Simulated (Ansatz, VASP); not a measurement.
AlN: VASP beside Ansatz

```xyz
4
Lattice="0.0000 2.8240 2.8240 2.8240 0.0000 2.8240 2.8240 2.8240 0.0000" Properties=species:S:1:pos:R:3 pbc="T T T"
Al    1.4120    1.4120    1.4120
Al    0.0000    0.0000    0.0000
N     2.8240    2.8240    2.8240
N     4.2360    4.2360    4.2360
```

Alike in both runs: task relaxation of cell and atoms; functional PBE; k mesh 14 × 14 × 14; occupations gaussian, width 0.1 eV; no spin polarisation.

|  | VASP | Ansatz |
| --- | --- | --- |
| version | VASP 6.6.1 | Ansatz 0.2.0 |
| potentials or method | VASP PAW PBE potentials, release 64 (Al, N), cutoff 600 eV | scalar-relativistic, plane waves, PAW |
| valence electrons in the cell | 16 | 16 |

Ansatz gave:

| Property | Result |
| --- | --- |
| gap on the k mesh at the Fermi level, each at its own relaxed structure (eV) | none |
| relaxed volume (Å³/atom) | 11.27 |
| relaxed cell length with the largest relative difference (Å) | 3.994 |

Task: What did VASP give for the same quantities?

Result: gap on the k mesh at the Fermi level, each at its own relaxed structure (eV): none; relaxed volume (Å³/atom): 11.26; relaxed cell length with the largest relative difference (Å): 3.994.

A gap of «none» marks a metal or a gap that the smearing closes.

Noted on VASP's run: the relaxation stopped at its first step, so nothing moved.
